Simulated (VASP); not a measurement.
# CdTe (rocksalt type) (Fm-3m) in VASP: further runs

The runs below take CdTe (rocksalt type) through single point, relaxation of cell and atoms, with LDA.

Everything below comes from runs of VASP 6.6.1. Logs are shortened: lines on timing, memory, paths and dates and some standing lists are left out, and cuts for length are marked.

## 1. The cell of the first run

It takes space group Fm-3m (No. 225, cubic). The conventional cell has a = 5.931 Å, b = 5.931 Å, c = 5.931 Å, α = 90.00°, β = 90.00°, γ = 90.00°. Cd (site symmetry m-3m) has 6 Te at 2.97 Å within 3.9 Å. Within 3.9 Å of Te (site symmetry m-3m) lie 6 Cd at 2.97 Å.

## 2. Single point, LDA

File INCAR:

```
PREC = Accurate ; ENCUT = 520
EDIFF = 1E-7 ; ISMEAR = -1
SIGMA = 0.05 ; LREAL = False
LASPH = True ; NELM = 80
ALGO = Normal ; ISIF = 2
LWAVE = False ; LCHARG = False
NBANDS = 16
```

File KPOINTS:

```
Automatic mesh
0
Gamma
  13 13 13
```

File POSCAR:

```
CdTe
1.0
    0.0000000000      2.9655789238      2.9655789238
    2.9655789238      0.0000000000      2.9655789238
    2.9655789238      2.9655789238      0.0000000000
Cd Te
1 1
Direct
    0.0000000000      0.0000000000      0.0000000000
    0.5000000000      0.5000000000      0.5000000000
```

Potentials or basis: VASP PAW LDA potentials, release 64 (Cd, Te).

Started as:

```console
cat potpaw_LDA.64/Cd/POTCAR potpaw_LDA.64/Te/POTCAR > POTCAR
mpirun -np 1 vasp_std > vasp.out
```

OUTCAR:

```text
PREC = Accurate
   ENCUT = 520
   EDIFF = 1E-7
   ISMEAR = -1
   LREAL = False
   LASPH = True
   NELM = 80
   ISIF = 2

 ion  position               nearest neighbor table
   1  0.000  0.000  0.000-   2 2.97   2 2.97   2 2.97   2 2.97   2 2.97   2 2.97
   2  0.500  0.500  0.500-   1 2.97   1 2.97   1 2.97   1 2.97   1 2.97   1 2.97

  LATTYP: Found a face centered cubic cell.
 ALAT       =     5.9311578476

  Lattice vectors:

 A1 = (   0.0000000000,   2.9655789238,   2.9655789238)
 A2 = (   2.9655789238,   0.0000000000,   2.9655789238)
 A3 = (   2.9655789238,   2.9655789238,   0.0000000000)

Analysis of symmetry for initial positions (statically):
=====================================================================
 Subroutine PRICEL returns:
 Original cell was already a primitive cell.

 Routine SETGRP: Setting up the symmetry group for a
 face centered cubic supercell.

 Subroutine GETGRP returns: Found 48 space group operations
 (whereof 48 operations were pure point group operations)
 out of a pool of 48 trial point group operations.

The static configuration has the point symmetry O_h .

Analysis of symmetry for dynamics (positions and initial velocities):
=====================================================================
 Subroutine PRICEL returns:
 Original cell was already a primitive cell.

 Routine SETGRP: Setting up the symmetry group for a
 face centered cubic supercell.

 Subroutine GETGRP returns: Found 48 space group operations
 (whereof 48 operations were pure point group operations)
 out of a pool of 48 trial point group operations.

The dynamic configuration has the point symmetry O_h .

 Subroutine INISYM returns: Found 48 space group operations
 (whereof 48 operations are pure point group operations),
 and found     1 'primitive' translations

----------------------------------------------------------------------------------------

                                     Primitive cell

  volume of cell :      52.1625

  direct lattice vectors                    reciprocal lattice vectors
     0.000000000  2.965578924  2.965578924    -0.168601144  0.168601144  0.168601144
     2.965578924  0.000000000  2.965578924     0.168601144 -0.168601144  0.168601144
     2.965578924  2.965578924  0.000000000     0.168601144  0.168601144 -0.168601144

[... 73 lines left out ...]
 SYSTEM =  unknown system
   PREC   = accura    normal or accurate (medium, high low for compatibility)
   ISTART =      0    job   : 0-new  1-cont  2-samecut
   ICHARG =      2    charge: 1-file 2-atom 10-const
   ISPIN  =      1    spin polarized calculation?
   LNONCOLLINEAR =      F non collinear calculations
   LSORBIT =      F    spin-orbit coupling
   LASPH  =      T    aspherical Exc in radial PAW
   ENCUT  =  520.0 eV  38.22 Ry    6.18 a.u.   7.80  7.80  7.80*2*pi/ulx,y,z
   NELM   =     80;   NELMIN=  2; NELMDL= -5     # of ELM steps
   EDIFF  = 0.1E-06   stopping-criterion for ELM
   LREAL  =      F    real-space projection
   EDIFFG = 0.1E-05   stopping-criterion for IOM
   NSW    =      0    number of steps for IOM
   IBRION =     -1    ionic relax: 0-MD 1-quasi-New 2-CG
   NFREE  =      0    steps in history (QN), initial steepest desc. (CG)
   ISIF   =      2    stress and relaxation
   ISYM   =      2    0-nonsym 1-usesym 2-fastsym
   POTIM  = 0.5000    time-step for ionic-motion
   TEBEG  =    0.0;   TEEND  =   0.0 temperature during run
   PSTRESS=    0.0 pullay stress
   NELECT =      18.0000    total number of electrons
   NUPDOWN=      -1.0000    fix difference up-down
   EMIN   =  10.00;   EMAX   =-10.00  energy-range for DOS
   EFERMI =   0.00;   METHOD = LEGACY
   ISMEAR =    -1;   SIGMA  =   0.05  broadening in eV -4-tet -1-fermi 0-gaus
   EFERMI_NEDOS =   21; number of points for ismear=-14 and -15
   IALGO  =     38    algorithm
   IMIX   =      4    mixing-type and parameters
     AMIX     =   0.40;   BMIX     =  1.00
     AMIX_MAG =   1.60;   BMIX_MAG =  1.00
  volume/ion in A,a.u.               =      26.08       176.00
  Fermi-wavevector in a.u.,A,eV,Ry     =   1.148276  2.169926 17.939787  1.318537
  Thomas-Fermi vector in A             =   2.284951
   LORBIT       =      0    0 simple, 1 ext, 2 COOP (PROOUT), +10 PAW based schemes
   GGA     = CA    functional components
   LHFCALC =     F    Hartree Fock is set to
   AEXX    =    0.0000 exact exchange contribution
   IVDW    =     0    specifies the selected vdW correction
   LEPSILON=     F    determine dielectric tensor
   LRPA    =     F    only Hartree local field effects (RPA)
 non-spin polarized calculation
  energy-cutoff  :      520.00
  volume of cell :       52.16
 maximum number of plane-waves:      1419
   NGX = 15   NGY = 15   NGZ = 15

 number of electron      18.0000001 magnetization

 Free energy of the ion-electron system (eV)
  ---------------------------------------------------
  ext. energy  EPLUGINS =         0.00000000
  ---------------------------------------------------
  free energy    TOTEN  =        -5.83204657 eV

  energy without entropy =       -5.82473060  energy(sigma->0) =       -5.82838858

 E-fermi :   4.6602     XC(G=0): -10.3971

 val. band max:        4.6590546933   @ k =   0.3846   0.3077   0.0000
 cond. band min:       4.6744667248   @ k =  -0.3077   0.1538   0.0000
 fundamental gap:      0.0154120315
 Fermi energy:         4.6602294860

 k-point     1 :       0.0000    0.0000    0.0000
  band No.  band energies     occupation
      1      -7.5183      2.00000
      2      -3.7996      2.00000
      3      -3.7996      2.00000
      4      -3.7507      2.00000
      5      -3.7507      2.00000
      6      -3.7507      2.00000
[... 433 lines left out ...]
      3      -3.8529      2.00000
      4      -3.8190      2.00000
      5      -3.6340      2.00000
      6      -3.6247      2.00000
[... 8 lines left out ...]
     15      16.1742      0.00000
     16      16.2990      0.00000

 [... further k-points ...]
[... 5 lines left out ...]
  --------------------------------------------------------------------------------------
  -------------------------------------------------------------------------------------
  Total        0.1257827      0.1257827      0.1257827      0.0000000      0.0000000      0.0000000
  in kB        3.8634309      3.8634309      3.8634309      0.0000000      0.0000000      0.0000000
  external PRESSURE =       3.8634309 kB  Pullay stress =       0.0000000 kB

 VOLUME and BASIS-vectors are now :
 -----------------------------------------------------------------------------
  energy-cutoff  :      520.00
  volume of cell :       52.16
      direct lattice vectors                 reciprocal lattice vectors
     0.000000000  2.965578924  2.965578924    -0.168601144  0.168601144  0.168601144
     2.965578924  0.000000000  2.965578924     0.168601144 -0.168601144  0.168601144
     2.965578924  2.965578924  0.000000000     0.168601144  0.168601144 -0.168601144

 POSITION                                       TOTAL-FORCE (eV/Angst)
 -----------------------------------------------------------------------------------
      0.00000      0.00000      0.00000        -0.000000      0.000000      0.000000
      2.96558      2.96558      2.96558         0.000000     -0.000000     -0.000000
 -----------------------------------------------------------------------------------
    total drift:                                0.000000     -0.000000     -0.000000

  FREE ENERGIE OF THE ION-ELECTRON SYSTEM (eV)
  ---------------------------------------------------
  free  energy   TOTEN  =        -5.8320465666 eV

  energy  without entropy=       -5.8247306006  energy(sigma->0) =       -5.82838858
```

Wall time 36 s (1 thread of Intel Xeon 6975P-C, shared host); peak memory 0.21 GiB.

Results:

```yaml
Free_energy: -5.8320 eV
Pressure: 0.4 GPa
Band_gap_on_the_k_mesh: zero (band 9 reaches 4.80 eV, above the bottom of band 10 at 3.29 eV)
```

Levels at points of the mesh, in eV from the Fermi level:
```csv
k point,band 6,band 7,band 8,band 9,band 10,band 11,band 12,band 13
"(0.00, 0.00, 0.00)",-8.41,-0.52,-0.52,-0.52,0.62,7.18,7.18,7.18
```

Caveat: spin-orbit coupling is left out, which moves the levels of the heavy elements.

## 3. Relaxation of cell and atoms, LDA

This run uses another cell than the first one, of 24.34 Å³/atom, 0.933 times its volume.

File INCAR:

```
SYSTEM = CdTe
  PREC = Accurate
  ENCUT = 600
  EDIFF = 1E-6
  ISMEAR = -1
  SIGMA = 0.05
  LREAL = .False.
  LASPH = .True.
  NELM = 60
  ALGO = Normal
  ISIF = 3
  LWAVE = .False.
  LCHARG = .False.
  IBRION = 2
  NSW = 60
  EDIFFG = -0.005
```

File KPOINTS:

```
regular mesh
0
Gamma
  13 13 13
  0 0 0
```

File POSCAR:

```
CdTe
1.0
    0.0000000000      2.8981565878      2.8981565878
    2.8981565878      0.0000000000      2.8981565878
    2.8981565878      2.8981565878      0.0000000000
Cd Te
1 1
Direct
    0.0000000000      0.0000000000      0.0000000000
    0.5000000000      0.5000000000      0.5000000000
```

Potentials or basis: VASP PAW LDA potentials, release 64 (Cd, Te).

Started as:

```console
cat potpaw_LDA.64/Cd/POTCAR potpaw_LDA.64/Te/POTCAR > POTCAR
mpirun -np 1 vasp_std > vasp.out
```

It took 2.2 min on 1 thread of Intel Xeon 6975P-C, shared host; peak memory 0.23 GiB.

The run converged. Its results:

| Item | Value |
| --- | --- |
| Free energy | -5.8310 eV |
| Relaxed volume | 26.23 Å³/atom |
| Relaxed cell | a = 4.202 Å, b = 4.202 Å, c = 4.202 Å, α = 60.00°, β = 60.00°, γ = 60.00° |
| Space group after relaxing (to 0.05 Å) | Fm-3m (No. 225) |
| Energy gained by relaxing | 30.4 meV/atom |
| Ionic steps | 3 |
| Pressure after relaxing | 0.0 GPa |
| Band gap on the k mesh | zero (band 9 reaches 4.74 eV, above the bottom of band 10 at 3.23 eV) |

The path:
```tsv
step	energy change (eV)	largest force (eV/Å)	pressure (GPa)	volume (Å³)
1	0.0000	0.0000	5.55	48.69
2	-0.0412	0.0000	-2.48	54.87
3	-0.0607	0.0000	0.01	52.46
```

Final structure:
```cif
data_structure
_symmetry_space_group_name_H-M 'P 1'
_symmetry_Int_Tables_number 1
_cell_length_a 4.2020
_cell_length_b 4.2020
_cell_length_c 4.2020
_cell_angle_alpha 60.000
_cell_angle_beta 60.000
_cell_angle_gamma 60.000
_cell_volume 52.46
loop_
_atom_site_label
_atom_site_type_symbol
_atom_site_fract_x
_atom_site_fract_y
_atom_site_fract_z
_atom_site_occupancy
Cd1 Cd 0.00000 0.00000 0.00000 1
Te1 Te 0.50000 0.50000 0.50000 1
```

Levels at points of the mesh, in eV from the Fermi level:
```
           k point  band 6  band 7  band 8  band 9  band 10  band 11  band 12  band 13
(0.00, 0.00, 0.00)   -8.40   -0.52   -0.52   -0.52     0.59     7.17     7.17     7.17
```

Caveat: spin-orbit coupling is left out, which moves the levels of the heavy elements.
